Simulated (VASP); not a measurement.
Input of a VASP 6.6.1 run:

The input INCAR:

```
SYSTEM = MgS
ALGO = Normal
EDIFF = 1E-6
ENCUT = 520
GGA = PE
ISIF = 2
ISMEAR = 0
LASPH = .True.
LCHARG = .False.
LREAL = .False.
LWAVE = .False.
NBANDS = 11
NELM = 100
PREC = Accurate
SIGMA = 0.02
```

KPOINTS

```
k-points
0
Gamma
  8 8 8
  0 0 0
```

The input POSCAR:

```
MgS
1.0
    0.0000000000      2.6663524935      2.6663524935
    2.6663524935      0.0000000000      2.6663524935
    2.6663524935      2.6663524935      0.0000000000
Mg S
1 1
Direct
    0.5000000000      0.5000000000      0.5000000000
    0.0000000000      0.0000000000      0.0000000000
```

Potentials or basis: VASP PAW PBE potentials, release 64 (Mg, S).

The run is started by

```console
$ cat potpaw_PBE.64/Mg/POTCAR potpaw_PBE.64/S/POTCAR > POTCAR
$ mpirun -np 1 vasp_std > vasp.out
```

Task: Predict the pressure.

Result: -4.1 GPa.

Task: Predict the band gap on the k mesh.

Result: 2.61 eV, indirect (least direct gap 3.15 eV).

 A k mesh can miss the band edges.
